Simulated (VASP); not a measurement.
# HfOs (Pm-3m) in VASP: notebook

The runs below take HfOs through single point, with LDA.

Everything below comes from runs of VASP 6.6.1. Logs are shortened: lines on timing, memory, paths and dates and some standing lists are left out, and cuts for length are marked.

## Step 1: The cell of the first run

Symmetry: Pm-3m, No. 221, cubic system. The conventional cell has a = 3.271 Å, b = 3.271 Å, c = 3.271 Å, α = 90.00°, β = 90.00°, γ = 90.00°. Hf (site symmetry m-3m) has 8 Os at 2.83 Å and 6 Hf at 3.27 Å within 3.7 Å. Within 3.7 Å of Os (site symmetry m-3m) lie 8 Hf at 2.83 Å and 6 Os at 3.27 Å.

## Step 2: Single point, LDA

INCAR reads:

```
ALGO = Normal ; EDIFF = 1E-6
ENCUT = 520 ; ISIF = 2
ISMEAR = 1 ; LASPH = True
LCHARG = False ; LREAL = False
LWAVE = False ; NBANDS = 16
NELM = 80 ; PREC = Accurate
SIGMA = 0.15
```

KPOINTS reads:

```
k-points
0
Gamma
  9 9 9
```

POSCAR reads:

```
HfOs
1.0
    3.2710713927      0.0000000000      0.0000000000
    0.0000000000      3.2710713927      0.0000000000
    0.0000000000      0.0000000000      3.2710713927
Hf Os
1 1
Direct
    0.0000000000      0.0000000000      0.0000000000
    0.5000000000      0.5000000000      0.5000000000
```

Potentials or basis: VASP PAW LDA potentials, release 64 (Hf_pv, Os).

On the command line:

```console
$ cat potpaw_LDA.64/Hf_pv/POTCAR potpaw_LDA.64/Os/POTCAR > POTCAR
$ mpirun -np 1 vasp_std > vasp.out
```

OUTCAR:

```text
EDIFF = 1E-6
   ENCUT = 520
   ISIF = 2
   ISMEAR = 1
   LASPH = True
   LREAL = False
   NELM = 80
   PREC = Accurate

 ion  position               nearest neighbor table
   1  0.000  0.000  0.000-   2 2.83   2 2.83   2 2.83   2 2.83   2 2.83   2 2.83   2 2.83   2 2.83

   2  0.500  0.500  0.500-   1 2.83   1 2.83   1 2.83   1 2.83   1 2.83   1 2.83   1 2.83   1 2.83

  LATTYP: Found a simple cubic cell.
 ALAT       =     3.2710713927

  Lattice vectors:

 A1 = (   3.2710713927,   0.0000000000,   0.0000000000)
 A2 = (   0.0000000000,   3.2710713927,   0.0000000000)
 A3 = (   0.0000000000,   0.0000000000,   3.2710713927)

Analysis of symmetry for initial positions (statically):
=====================================================================
 Subroutine PRICEL returns:
 Original cell was already a primitive cell.

 Routine SETGRP: Setting up the symmetry group for a
 simple cubic supercell.

 Subroutine GETGRP returns: Found 48 space group operations
 (whereof 48 operations were pure point group operations)
 out of a pool of 48 trial point group operations.

The static configuration has the point symmetry O_h .

Analysis of symmetry for dynamics (positions and initial velocities):
=====================================================================
 Subroutine PRICEL returns:
 Original cell was already a primitive cell.

 Routine SETGRP: Setting up the symmetry group for a
 simple cubic supercell.

 Subroutine GETGRP returns: Found 48 space group operations
 (whereof 48 operations were pure point group operations)
 out of a pool of 48 trial point group operations.

The dynamic configuration has the point symmetry O_h .

 Subroutine INISYM returns: Found 48 space group operations
 (whereof 48 operations are pure point group operations),
 and found     1 'primitive' translations

----------------------------------------------------------------------------------------

                                     Primitive cell

  volume of cell :      35.0002

  direct lattice vectors                    reciprocal lattice vectors
     3.271071393  0.000000000  0.000000000     0.305710234  0.000000000  0.000000000
     0.000000000  3.271071393  0.000000000     0.000000000  0.305710234  0.000000000
     0.000000000  0.000000000  3.271071393     0.000000000  0.000000000  0.305710234

  length of vectors
     3.271071393  3.271071393  3.271071393     0.305710234  0.305710234  0.305710234

  position of ions in fractional coordinates (direct lattice)
     0.000000000  0.000000000  0.000000000
     0.500000000  0.500000000  0.500000000

  ion indices of the primitive-cell ions
   primitive index   ion index
                 1           1
                 2           2

----------------------------------------------------------------------------------------

 KPOINTS: k-points

Automatic generation of k-mesh.
 Grid dimensions read from file:
 generate k-points for:    9    9    9

 Generating k-lattice:

  Cartesian coordinates                     Fractional coordinates (reciprocal lattice)
     0.033967804  0.000000000  0.000000000     0.111111111  0.000000000  0.000000000
     0.000000000  0.033967804  0.000000000     0.000000000  0.111111111  0.000000000
     0.000000000  0.000000000  0.033967804     0.000000000  0.000000000  0.111111111

  Length of vectors
     0.033967804  0.033967804  0.033967804

  Shift w.r.t. Gamma in fractional coordinates (k-lattice)
     0.000000000  0.000000000  0.000000000

 Subroutine IBZKPT returns following result:
 ===========================================

 Found     35 irreducible k-points:

 Following reciprocal coordinates:
            Coordinates               Weight
  0.000000  0.000000  0.000000      1.000000
  0.111111  0.000000  0.000000      6.000000
  0.222222  0.000000  0.000000      6.000000
  0.333333  0.000000  0.000000      6.000000
  0.444444  0.000000  0.000000      6.000000
  0.111111  0.111111  0.000000     12.000000
[... 16 lines left out ...]
  0.333333  0.333333  0.111111     24.000000
  0.444444  0.333333  0.111111     48.000000
 [... further k-points ...]
   k-points           NKPTS =     35   k-points in BZ     NKDIM =     35   number of bands    NBANDS=     16
   number of dos      NEDOS =    301   number of ions     NIONS =      2
   total plane-waves  NPLWV =  13824
   dimension x,y,z NGX =    24 NGY =   24 NGZ =   24
   dimension x,y,z NGXF=    48 NGYF=   48 NGZF=   48
   ions per type =               1   1
   NGX,Y,Z   is equivalent  to a cutoff of  12.20, 12.20, 12.20 a.u.
   NGXF,Y,Z  is equivalent  to a cutoff of  24.40, 24.40, 24.40 a.u.
 SYSTEM =  unknown system
   PREC   = accura    normal or accurate (medium, high low for compatibility)
   ISTART =      0    job   : 0-new  1-cont  2-samecut
   ICHARG =      2    charge: 1-file 2-atom 10-const
   ISPIN  =      1    spin polarized calculation?
   LNONCOLLINEAR =      F non collinear calculations
   LSORBIT =      F    spin-orbit coupling
   LASPH  =      T    aspherical Exc in radial PAW
   ENCUT  =  520.0 eV  38.22 Ry    6.18 a.u.   6.08  6.08  6.08*2*pi/ulx,y,z
   NELM   =     80;   NELMIN=  2; NELMDL= -5     # of ELM steps
   EDIFF  = 0.1E-05   stopping-criterion for ELM
   LREAL  =      F    real-space projection
   EDIFFG = 0.1E-04   stopping-criterion for IOM
   NSW    =      0    number of steps for IOM
   IBRION =     -1    ionic relax: 0-MD 1-quasi-New 2-CG
   NFREE  =      0    steps in history (QN), initial steepest desc. (CG)
   ISIF   =      2    stress and relaxation
   ISYM   =      2    0-nonsym 1-usesym 2-fastsym
   POTIM  = 0.5000    time-step for ionic-motion
   TEBEG  =    0.0;   TEEND  =   0.0 temperature during run
   PSTRESS=    0.0 pullay stress
   NELECT =      18.0000    total number of electrons
   NUPDOWN=      -1.0000    fix difference up-down
   EMIN   =  10.00;   EMAX   =-10.00  energy-range for DOS
   EFERMI =   0.00;   METHOD = LEGACY
   ISMEAR =     1;   SIGMA  =   0.15  broadening in eV -4-tet -1-fermi 0-gaus
   EFERMI_NEDOS =   21; number of points for ismear=-14 and -15
   IALGO  =     38    algorithm
   IMIX   =      4    mixing-type and parameters
     AMIX     =   0.40;   BMIX     =  1.00
     AMIX_MAG =   1.60;   BMIX_MAG =  1.00
  volume/ion in A,a.u.               =      17.50       118.10
  Fermi-wavevector in a.u.,A,eV,Ry     =   1.311623  2.478608 23.406844  1.720355
  Thomas-Fermi vector in A             =   2.442072
   LORBIT       =      0    0 simple, 1 ext, 2 COOP (PROOUT), +10 PAW based schemes
   GGA     = CA    functional components
   LHFCALC =     F    Hartree Fock is set to
   AEXX    =    0.0000 exact exchange contribution
   IVDW    =     0    specifies the selected vdW correction
   LEPSILON=     F    determine dielectric tensor
   LRPA    =     F    only Hartree local field effects (RPA)
 non-spin polarized calculation
 Methfessel and Paxton  Order N= 1 SIGMA  =   0.15
  energy-cutoff  :      520.00
  volume of cell :       35.00
 maximum number of plane-waves:       956
   NGX = 13   NGY = 13   NGZ = 13

 number of electron      18.0000005 magnetization

 Free energy of the ion-electron system (eV)
  ---------------------------------------------------
  ext. energy  EPLUGINS =         0.00000000
  ---------------------------------------------------
  free energy    TOTEN  =       -24.66337963 eV

  energy without entropy =      -24.66286217  energy(sigma->0) =      -24.66320714

 E-fermi :   6.5693     XC(G=0): -12.7779

 val. band max:        6.4689059737   @ k =   0.4444   0.4444   0.1111
 cond. band min:       6.6105489014   @ k =   0.4444   0.1111   0.0000
 fundamental gap:      0.1416429277
 Fermi energy:         6.5693350300

 k-point     1 :       0.0000    0.0000    0.0000
  band No.  band energies     occupation
      1     -23.6202      2.00000
      2     -23.6202      2.00000
      3     -23.6202      2.00000
      4      -2.0763      2.00000
      5       1.6089      2.00000
      6       1.6089      2.00000
[... 8 lines left out ...]
     15      14.6349      0.00000
     16      14.6349      0.00000

 k-point     2 :       0.1111    0.0000    0.0000
  band No.  band energies     occupation
      1     -23.6645      2.00000
      2     -23.6184      2.00000
      3     -23.6184      2.00000
      4      -1.8026      2.00000
      5       1.7356      2.00000
      6       1.8063      2.00000
[... 8 lines left out ...]
     15      13.6977      0.00000
     16      16.0781      0.00000

 k-point     3 :       0.2222    0.0000    0.0000
  band No.  band energies     occupation
      1     -23.7749      2.00000
      2     -23.6138      2.00000
      3     -23.6138      2.00000
      4      -1.0227      2.00000
      5       2.1028      2.00000
      6       2.2960      2.00000
[... 8 lines left out ...]
     15      12.2261      0.00000
     16      18.4371      0.00000

 k-point     4 :       0.3333    0.0000    0.0000
  band No.  band energies     occupation
      1     -23.8975      2.00000
      2     -23.6085      2.00000
      3     -23.6085      2.00000
      4       0.1373      2.00000
      5       2.6549      2.00000
      6       2.7312      2.00000
[... 8 lines left out ...]
     15      11.9297      0.00000
     16      18.6152      0.00000
[... 324 lines left out ...]
 k-point    22 :       0.4444    0.2222    0.1111
  band No.  band energies     occupation
      1     -23.9412      2.00000
      2     -23.7327      2.00000
      3     -23.6285      2.00000
      4       1.6211      2.00000
      5       2.3151      2.00000
      6       3.6787      2.00000
[... 8 lines left out ...]
     15      13.2142      0.00000
     16      18.0095      0.00000

 k-point    23 :       0.3333    0.3333    0.1111
  band No.  band energies     occupation
      1     -23.8586      2.00000
      2     -23.8410      2.00000
      3     -23.6242      2.00000
      4       1.2311      2.00000
      5       2.2763      2.00000
      6       3.8140      2.00000
[... 8 lines left out ...]
     15      14.4850      0.00000
     16      16.2784      0.00000

 k-point    24 :       0.4444    0.3333    0.1111
  band No.  band energies     occupation
      1     -23.9196      2.00000
      2     -23.8377      2.00000
      3     -23.6174      2.00000
      4       1.4896      2.00000
      5       1.8947      2.00000
      6       3.7166      2.00000
[... 8 lines left out ...]
     15      13.6523      0.00000
     16      16.8686      0.00000

 [... further k-points ...]
[... 5 lines left out ...]
  --------------------------------------------------------------------------------------
  -------------------------------------------------------------------------------------
  Total       -3.1653131     -3.1653131     -3.1653131     -0.0000000     -0.0000000     -0.0000000
  in kB     -144.8962662   -144.8962662   -144.8962662     -0.0000000     -0.0000000     -0.0000000
  external PRESSURE =    -144.8962662 kB  Pullay stress =       0.0000000 kB

 VOLUME and BASIS-vectors are now :
 -----------------------------------------------------------------------------
  energy-cutoff  :      520.00
  volume of cell :       35.00
      direct lattice vectors                 reciprocal lattice vectors
     3.271071393  0.000000000  0.000000000     0.305710234  0.000000000  0.000000000
     0.000000000  3.271071393  0.000000000     0.000000000  0.305710234  0.000000000
     0.000000000  0.000000000  3.271071393     0.000000000  0.000000000  0.305710234

 POSITION                                       TOTAL-FORCE (eV/Angst)
 -----------------------------------------------------------------------------------
      0.00000      0.00000      0.00000         0.000000      0.000000      0.000000
      1.63554      1.63554      1.63554         0.000000      0.000000      0.000000
 -----------------------------------------------------------------------------------
    total drift:                                0.000000      0.000000     -0.000000

  FREE ENERGIE OF THE ION-ELECTRON SYSTEM (eV)
  ---------------------------------------------------
  free  energy   TOTEN  =       -24.6633796285 eV

  energy  without entropy=      -24.6628621717  energy(sigma->0) =      -24.66320714
```

Run time: 7.9 s. Hardware: 1 thread of Intel Xeon 6975P-C, shared host; peak memory 0.14 GiB.

What came out:

```yaml
Free_energy: -24.6634 eV
Pressure: -14.5 GPa
Band_gap_on_the_k_mesh: zero (band 9 reaches 6.68 eV, above the bottom of band 10 at 6.04 eV)
```

Levels at points of the mesh, in eV from the Fermi level:
```tsv
k point	band 6	band 7	band 8	band 9	band 10	band 11	band 12	band 13
(0.00, 0.00, 0.00)	-4.96	-1.38	-1.38	-1.38	2.50	2.50	5.92	5.92
```

Caveat: spin-orbit coupling is left out, which moves the levels of the heavy elements.

## Step 3: Single point, LDA

This run uses another cell than the first one, of 18.01 Å³/atom, 1.029 times its volume.

INCAR reads:

```
SYSTEM = HfOs
PREC     = Accurate       ! precision mode
ENCUT    = 520            ! plane-wave cutoff, eV
EDIFF    = 1E-7           ! SCF threshold, eV
ISMEAR   = 1              ! smearing method
SIGMA    = 0.15           ! smearing width, eV
LREAL    = .FALSE.        ! projectors in reciprocal space
LASPH    = .TRUE.         ! aspherical terms in the spheres
NELM     = 100            ! most SCF steps
ALGO     = Normal         ! electronic algorithm
ISIF     = 2              ! what is computed and relaxed
LWAVE    = .FALSE.        ! write WAVECAR
LCHARG   = .TRUE.         ! write CHGCAR
GGA      = CA             ! functional
LELF     = .TRUE.         ! ELF
LVHAR    = .TRUE.       
NBANDS   = 16             ! bands
```

KPOINTS reads:

```
regular mesh
0
G
  9 9 9
  0 0 0
```

POSCAR reads:

```
HfOs
1.0
    3.3025259318      0.0000000000      0.0000000000
    0.0000000000      3.3025259318      0.0000000000
    0.0000000000      0.0000000000      3.3025259318
Hf Os
1 1
Direct
    0.0000000000      0.0000000000      0.0000000000
    0.5000000000      0.5000000000      0.5000000000
```

Potentials or basis: VASP PAW LDA potentials, release 64 (Hf_pv, Os).

On the command line:

```console
$ cat potpaw_LDA.64/Hf_pv/POTCAR potpaw_LDA.64/Os/POTCAR > POTCAR
$ mpirun -np 1 vasp_std > vasp.out
```

Wall time 18 s (1 thread of Intel Xeon 6975P-C, shared host); peak memory 0.16 GiB.

Results (log left out):

| Item | Value |
| --- | --- |
| Free energy | -24.5553 eV |
| Pressure | -19.6 GPa |
| Band gap on the k mesh | zero (band 9 reaches 6.35 eV, above the bottom of band 10 at 5.77 eV) |

Levels at points of the mesh, in eV from the Fermi level:
| k point | band 7 | band 8 | band 9 | band 10 | band 11 | band 12 |
| --- | --- | --- | --- | --- | --- | --- |
| (0.00, 0.00, 0.00) | -1.33 | -1.33 | -1.33 | 2.43 | 2.43 | 5.71 |

Caveat: spin-orbit coupling is left out, which moves the levels of the heavy elements.
